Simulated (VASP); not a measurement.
# Li2Rh (P-3m1) in VASP: single point with PBE

Aim: the single point of Li2Rh with PBE.

All numbers are computed with VASP 6.6.1; they aren't measurements. Logs are shortened: lines on timing, memory, paths and dates and some standing lists are left out, and cuts for length are marked.

## Step 1: The cell of the first run

The structure is trigonal, space group P-3m1 (No. 164). Conventional cell: a = 2.723 Å, b = 2.723 Å, c = 6.882 Å, α = 90.00°, β = 90.00°, γ = 120.00°. Within 3.4 Å of Li (site symmetry 3m) lie 3 Rh at 2.60 Å and 9 Li at 2.72 to 3.16 Å. Rh (site symmetry -3m) has 6 Li at 2.60 Å and 6 Rh at 2.72 Å within 3.4 Å.

The cell was built from a structure type or drawn by symmetry, and may not be a known phase.

## Step 2: Single point, PBE

INCAR

```
PREC     = Accurate       # precision mode
ENCUT    = 520            # plane-wave cutoff, eV
EDIFF    = 1E-6           # SCF threshold, eV
ISMEAR   = 0              # smearing method
SIGMA    = 0.1            # smearing width, eV
LREAL    = False          # projectors in reciprocal space
LASPH    = True           # aspherical terms in the spheres
NELM     = 100            # most SCF steps
ALGO     = Normal         # electronic algorithm
ISIF     = 2              # what is computed and relaxed
LWAVE    = False          # write WAVECAR
LCHARG   = False          # write CHGCAR
GGA      = PE             # functional
NBANDS   = 18             # bands
```

KPOINTS

```
Automatic mesh
0
Gamma
  21 21 8
```

POSCAR

```
Li2Rh
1.0
    2.7225477159      0.0000000000      0.0000000000
   -1.3612738580      2.3577954850      0.0000000000
    0.0000000000      0.0000000000      6.8815440621
Li Rh
2 1
Direct
    0.3333333333      0.6666666667      0.3008299752
    0.6666666667      0.3333333333      0.6991700248
    0.0000000000      0.0000000000      0.0000000000
```

Potentials or basis: VASP PAW PBE potentials, release 64 (Li_sv, Rh_pv).

Command:

```sh
> cat potpaw_PBE.64/Li_sv/POTCAR potpaw_PBE.64/Rh_pv/POTCAR > POTCAR
> mpirun -np 1 vasp_std > vasp.out
```

OUTCAR:

```text
PREC = Accurate
   ENCUT = 520
   EDIFF = 1E-6
   ISMEAR = 0
   LREAL = False
   LASPH = True
   NELM = 100
   ISIF = 2
   GGA = PE

 ion  position               nearest neighbor table
   1  0.333  0.667  0.301-   3 2.60   3 2.60   3 2.60
   2  0.667  0.333  0.699-   3 2.60   3 2.60   3 2.60
   3  0.000  0.000  0.000-   1 2.60   2 2.60   2 2.60   1 2.60   2 2.60   1 2.60

  LATTYP: Found a hexagonal cell.
 ALAT       =     2.7225477159
 C/A-ratio  =     2.5276119210

  Lattice vectors:

 A1 = (   2.7225477159,   0.0000000000,   0.0000000000)
 A2 = (  -1.3612738580,   2.3577954850,   0.0000000000)
 A3 = (   0.0000000000,   0.0000000000,   6.8815440621)

Analysis of symmetry for initial positions (statically):
=====================================================================
 Subroutine PRICEL returns:
 Original cell was already a primitive cell.

 Routine SETGRP: Setting up the symmetry group for a
 hexagonal supercell.

 Subroutine GETGRP returns: Found 12 space group operations
 (whereof 12 operations were pure point group operations)
 out of a pool of 24 trial point group operations.

The static configuration has the point symmetry D_3d.

Analysis of symmetry for dynamics (positions and initial velocities):
=====================================================================
 Subroutine PRICEL returns:
 Original cell was already a primitive cell.

 Routine SETGRP: Setting up the symmetry group for a
 hexagonal supercell.

 Subroutine GETGRP returns: Found 12 space group operations
 (whereof 12 operations were pure point group operations)
 out of a pool of 24 trial point group operations.

The dynamic configuration has the point symmetry D_3d.

 Subroutine INISYM returns: Found 12 space group operations
 (whereof 12 operations are pure point group operations),
 and found     1 'primitive' translations

----------------------------------------------------------------------------------------

                                     Primitive cell

  volume of cell :      44.1741

  direct lattice vectors                    reciprocal lattice vectors
     2.722547716  0.000000000  0.000000000     0.367303021  0.212062498  0.000000000
    -1.361273858  2.357795485  0.000000000     0.000000000  0.424124996  0.000000000
     0.000000000  0.000000000  6.881544062     0.000000000  0.000000000  0.145316224

  length of vectors
     2.722547716  2.722547716  6.881544062     0.424124996  0.424124996  0.145316224

  position of ions in fractional coordinates (direct lattice)
     0.333333333  0.666666667  0.300829975
     0.666666667  0.333333333  0.699170025
     0.000000000  0.000000000  0.000000000

  ion indices of the primitive-cell ions
   primitive index   ion index
                 1           1
                 2           2
                 3           3

----------------------------------------------------------------------------------------

 KPOINTS: Automatic mesh

Automatic generation of k-mesh.
 Grid dimensions read from file:
 generate k-points for:   21   21    8

 Generating k-lattice:

  Cartesian coordinates                     Fractional coordinates (reciprocal lattice)
     0.017490620  0.010098214  0.000000000     0.047619048  0.000000000  0.000000000
     0.000000000  0.020196428  0.000000000     0.000000000  0.047619048  0.000000000
     0.000000000  0.000000000  0.018164528     0.000000000  0.000000000  0.125000000

  Length of vectors
     0.020196428  0.020196428  0.018164528

  Shift w.r.t. Gamma in fractional coordinates (k-lattice)
     0.000000000  0.000000000  0.000000000

 Subroutine IBZKPT returns following result:
 ===========================================

 Found    351 irreducible k-points:

 Following reciprocal coordinates:
            Coordinates               Weight
  0.000000  0.000000  0.000000      1.000000
  0.047619  0.000000  0.000000      6.000000
  0.095238  0.000000  0.000000      6.000000
  0.142857  0.000000  0.000000      6.000000
  0.190476  0.000000  0.000000      6.000000
  0.238095 -0.000000  0.000000      6.000000
[... 16 lines left out ...]
  0.142857  0.095238  0.000000     12.000000
  0.190476  0.095238  0.000000     12.000000
 [... further k-points ...]
   k-points           NKPTS =    351   k-points in BZ     NKDIM =    351   number of bands    NBANDS=     18
   number of dos      NEDOS =    301   number of ions     NIONS =      3
   total plane-waves  NPLWV =  21600
   dimension x,y,z NGX =    20 NGY =   20 NGZ =   54
   dimension x,y,z NGXF=    40 NGYF=   40 NGZF=  108
   ions per type =               2   1
   NGX,Y,Z   is equivalent  to a cutoff of  12.21, 12.21, 13.05 a.u.
   NGXF,Y,Z  is equivalent  to a cutoff of  24.43, 24.43, 26.09 a.u.
 SYSTEM =  unknown system
   PREC   = accura    normal or accurate (medium, high low for compatibility)
   ISTART =      0    job   : 0-new  1-cont  2-samecut
   ICHARG =      2    charge: 1-file 2-atom 10-const
   ISPIN  =      1    spin polarized calculation?
   LNONCOLLINEAR =      F non collinear calculations
   LSORBIT =      F    spin-orbit coupling
   LASPH  =      T    aspherical Exc in radial PAW
   ENCUT  =  520.0 eV  38.22 Ry    6.18 a.u.   5.06  5.06 12.80*2*pi/ulx,y,z
   NELM   =    100;   NELMIN=  2; NELMDL= -5     # of ELM steps
   EDIFF  = 0.1E-05   stopping-criterion for ELM
   LREAL  =      F    real-space projection
   EDIFFG = 0.1E-04   stopping-criterion for IOM
   NSW    =      0    number of steps for IOM
   IBRION =     -1    ionic relax: 0-MD 1-quasi-New 2-CG
   NFREE  =      0    steps in history (QN), initial steepest desc. (CG)
   ISIF   =      2    stress and relaxation
   ISYM   =      2    0-nonsym 1-usesym 2-fastsym
   POTIM  = 0.5000    time-step for ionic-motion
   TEBEG  =    0.0;   TEEND  =   0.0 temperature during run
   PSTRESS=    0.0 pullay stress
   NELECT =      21.0000    total number of electrons
   NUPDOWN=      -1.0000    fix difference up-down
   EMIN   =  10.00;   EMAX   =-10.00  energy-range for DOS
   EFERMI =   0.00;   METHOD = LEGACY
   ISMEAR =     0;   SIGMA  =   0.10  broadening in eV -4-tet -1-fermi 0-gaus
   EFERMI_NEDOS =   21; number of points for ismear=-14 and -15
   IALGO  =     38    algorithm
   IMIX   =      4    mixing-type and parameters
     AMIX     =   0.40;   BMIX     =  1.00
     AMIX_MAG =   1.60;   BMIX_MAG =  1.00
  volume/ion in A,a.u.               =      14.72        99.37
  Fermi-wavevector in a.u.,A,eV,Ry     =   1.277690  2.414484 22.211391  1.632491
  Thomas-Fermi vector in A             =   2.410275
   LORBIT       =      0    0 simple, 1 ext, 2 COOP (PROOUT), +10 PAW based schemes
   GGA     = PE    functional components
   LHFCALC =     F    Hartree Fock is set to
   AEXX    =    0.0000 exact exchange contribution
   IVDW    =     0    specifies the selected vdW correction
   LEPSILON=     F    determine dielectric tensor
   LRPA    =     F    only Hartree local field effects (RPA)
 non-spin polarized calculation
 Gauss-broadening in eV      SIGMA  =   0.10
  energy-cutoff  :      520.00
  volume of cell :       44.17
 maximum number of plane-waves:      1206
   NGX = 11   NGY = 11   NGZ = 25

 number of electron      20.9999991 magnetization

 Free energy of the ion-electron system (eV)
  ---------------------------------------------------
  ext. energy  EPLUGINS =         0.00000000
  ---------------------------------------------------
  free energy    TOTEN  =       -11.45668856 eV

  energy without entropy =      -11.44613659  energy(sigma->0) =      -11.45141257

 E-fermi :   4.3242     XC(G=0):  -9.7047

 val. band max:        4.3187135193   @ k =   0.3333   0.0476   0.3750
 cond. band min:       4.3245224065   @ k =   0.3810   0.0000   0.2500
 fundamental gap:      0.0058088872
 Fermi energy:         4.3241806590

 k-point     1 :       0.0000    0.0000    0.0000
  band No.  band energies     occupation
      1     -41.4891      2.00000
      2     -41.4410      2.00000
      3     -41.2901      2.00000
      4     -41.2901      2.00000
      5     -41.1873      2.00000
      6      -1.2281      2.00000
[... 10 lines left out ...]
     17      21.5028      0.00000
     18      21.5430      0.00000

 k-point     2 :       0.0476    0.0000    0.0000
  band No.  band energies     occupation
      1     -41.4872      2.00000
      2     -41.4406      2.00000
      3     -41.3007      2.00000
      4     -41.2928      2.00000
      5     -41.1868      2.00000
      6      -1.1499      2.00000
[... 10 lines left out ...]
     17      20.9623      0.00000
     18      21.5219      0.00000

 k-point     3 :       0.0952    0.0000    0.0000
  band No.  band energies     occupation
      1     -41.4814      2.00000
      2     -41.4400      2.00000
      3     -41.3308      2.00000
      4     -41.3006      2.00000
      5     -41.1853      2.00000
      6      -0.9228      2.00000
[... 10 lines left out ...]
     17      20.1959      0.00000
     18      20.9717      0.00000

 k-point     4 :       0.1429    0.0000    0.0000
  band No.  band energies     occupation
      1     -41.4725      2.00000
      2     -41.4437      2.00000
      3     -41.3730      2.00000
      4     -41.3127      2.00000
      5     -41.1830      2.00000
      6      -0.5724      2.00000
[... 375 lines left out ...]
      4     -41.3224      2.00000
      5     -41.1818      2.00000
      6      -0.3633      2.00000
[... 10 lines left out ...]
     17      18.1085      0.00000
     18      20.0360      0.00000

 k-point    23 :       0.1429    0.0952    0.0000
  band No.  band energies     occupation
      1     -41.4885      2.00000
      2     -41.4564      2.00000
      3     -41.4040      2.00000
      4     -41.3403      2.00000
      5     -41.1791      2.00000
      6       0.0609      2.00000
[... 10 lines left out ...]
     17      17.1496      0.00000
     18      19.1084      0.00000

 k-point    24 :       0.1905    0.0952    0.0000
  band No.  band energies     occupation
      1     -41.5466      2.00000
      2     -41.4442      2.00000
      3     -41.4043      2.00000
      4     -41.3603      2.00000
      5     -41.1762      2.00000
      6       0.4565      2.00000
[... 10 lines left out ...]
     17      16.2798      0.00000
     18      18.2741      0.00000

 [... further k-points ...]

------------------------ aborting loop because EDIFF is reached ----------------------------------------

  FORCE on cell =-STRESS in cart. coord.  units (eV):
  Direction    XX          YY          ZZ          XY          YZ          ZX
  --------------------------------------------------------------------------------------
  -------------------------------------------------------------------------------------
  Total       -0.0208974     -0.0208974     -0.0201885      0.0000000      0.0000000      0.0000000
  in kB       -0.7579391     -0.7579391     -0.7322288      0.0000000      0.0000000      0.0000000
  external PRESSURE =      -0.7493690 kB  Pullay stress =       0.0000000 kB

 VOLUME and BASIS-vectors are now :
 -----------------------------------------------------------------------------
  energy-cutoff  :      520.00
  volume of cell :       44.17
      direct lattice vectors                 reciprocal lattice vectors
     2.722547716  0.000000000  0.000000000     0.367303021  0.212062498  0.000000000
    -1.361273858  2.357795485  0.000000000     0.000000000  0.424124996  0.000000000
     0.000000000  0.000000000  6.881544062     0.000000000  0.000000000  0.145316224

 POSITION                                       TOTAL-FORCE (eV/Angst)
 -----------------------------------------------------------------------------------
     -0.00000      1.57186      2.07017         0.000000      0.000000      0.001669
      1.36127      0.78593      4.81137        -0.000000     -0.000000     -0.001669
      0.00000      0.00000      0.00000        -0.000000      0.000000      0.000000
 -----------------------------------------------------------------------------------
    total drift:                                0.000000     -0.000000      0.000000

  FREE ENERGIE OF THE ION-ELECTRON SYSTEM (eV)
  ---------------------------------------------------
  free  energy   TOTEN  =       -11.4566885627 eV

  energy  without entropy=      -11.4461365861  energy(sigma->0) =      -11.45141257
```

Run time: 85 s. Hardware: 1 thread of Intel Xeon 6975P-C (Granite Rapids), shared host; peak memory 0.35 GiB.

Results:

- Free energy: -11.4567 eV
- Band gap on the k mesh: zero (an odd number of electrons rules out a gap without spin polarisation)

Caveat: the cutoff is under 1.25 times the usual one of these potentials, so pressure, stress and relaxed cells hold a basis-set (Pulay) error.
